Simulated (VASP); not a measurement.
## YLuN2: single point with r2SCAN

The system is YLuN2.

```
Y N Lu
1.0
     3.40904    0.00000    0.00000
     0.00000    3.40904    0.00000
     0.00000    0.00000    4.81884
Y N Lu
1 2 1
Direct
  0.00000 0.00000 0.00000
  0.00000 0.00000 0.50000
  0.50000 0.50000 0.00000
  0.50000 0.50000 0.50000
```

```
Program                : VASP 6.6.1
Task                   : single point
Functional             : r2SCAN
Potentials or basis    : VASP PAW PBE potentials, release 64 (Y_sv, N, Lu)
Cutoff                 : 520 eV
k mesh                 : 8 × 8 × 6
Occupations            : fermi-dirac, width 0.02 eV
Spin                   : no spin polarisation
Dipole correction      : no
Further INCAR settings : ALGO = Normal; EDIFF = 1e-07; NBANDS = 31
```

```json
{"Pressure": "0.6 GPa", "Band gap on the k mesh": "0.45 eV, direct"}
```

Stress tensor (GPa, compression positive):
```
0.60 0.00 0.00
0.00 0.60 0.00
0.00 0.00 0.69
```

Levels at points of the mesh, in eV from the valence-band top:
| k point | band 21 | band 22 | band 23 | band 24 | band 25 | band 26 |
| --- | --- | --- | --- | --- | --- | --- |
| (0.00, 0.00, 0.00) | 0.00 | 0.00 | 0.00 | 0.45 | 3.60 | 3.60 |
| (0.50, 0.00, 0.00) | -2.22 | -1.82 | -1.60 | 4.99 | 5.06 | 5.83 |
| (0.50, 0.50, 0.00) | -0.50 | -0.50 | -0.42 | 0.45 | 0.45 | 7.55 |
| (0.00, 0.00, 0.50) | -0.65 | -0.57 | -0.57 | 1.67 | 1.73 | 5.68 |
| (0.50, 0.00, 0.50) | -2.55 | -2.55 | -2.53 | 6.37 | 6.43 | 7.04 |
| (0.50, 0.50, 0.50) | -2.13 | -1.63 | -1.63 | 4.57 | 4.57 | 4.57 |

Run time: 3.3 min on 1 thread of Intel(R) Xeon(R) 6975P-C (Granite Rapids) (shared host), peak memory 0.27 GiB.

Caveat: the PAW data sets were made with another functional, which shifts forces and pressure a little; spin-orbit coupling is left out, which moves the levels of the heavy elements. r2SCAN opens gaps a little over a GGA but as a rule still falls short of measured ones.
